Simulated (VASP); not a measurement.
Set up this calculation in VASP 6.6.1, as the native input.

```yaml
Task: electric field gradients
Functional: LDA
Potentials_or_basis: VASP PAW LDA potentials, release 64 (Sc_sv, Ga_d)
Cutoff: 520 eV
k_mesh: 9 × 9 × 9
Occupations: fermi-dirac, width 0.05 eV
Spin: no spin polarisation
Dipole_correction: no
Further_INCAR_settings: ALGO = Normal; EDIFF = 1e-08; NBANDS = 33
```

The structure of ScGa3 lies in POSCAR:

```
ScGa3
1.0
    4.0114051152      0.0000000000      0.0000000000
    0.0000000000      4.0114051152      0.0000000000
    0.0000000000      0.0000000000      4.0114051152
Sc Ga
1 3
Direct
    0.0000000000      0.0000000000      0.0000000000
    0.0000000000      0.5000000000      0.5000000000
    0.5000000000      0.0000000000      0.5000000000
    0.5000000000      0.5000000000      0.0000000000
```

This cell differs from its parent crystal: volume scaled by 0.94.

One way to write it, as run:

INCAR

```
ALGO = Normal
EDIFF = 1E-8
ENCUT = 520
ISIF = 2
ISMEAR = -1
LASPH = True
LCHARG = False
LEFG = True
LREAL = False
LWAVE = False
NBANDS = 33
NELM = 80
PREC = Accurate
SIGMA = 0.05
```

KPOINTS

```
k-points
0
Gamma
  9 9 9
```

Potentials or basis: VASP PAW LDA potentials, release 64 (Sc_sv, Ga_d).

Run with:

```bash
$ cat potpaw_LDA.64/Sc_sv/POTCAR potpaw_LDA.64/Ga_d/POTCAR > POTCAR
$ mpirun -np 1 vasp_std > vasp.out
```

Results of the run:

The pressure is -0.4 GPa and the band gap on the k mesh is zero (band 25 reaches 7.16 eV, above the bottom of band 26 at 3.78 eV).

Caveat: without QUAD_EFG the Cq values of the log hold for a quadrupole moment of 1 mb, not for the nuclei.

Wall time 28 s on 1 thread of Intel(R) Xeon(R) 6975P-C (Granite Rapids), on a shared host, peak memory 0.19 GiB.
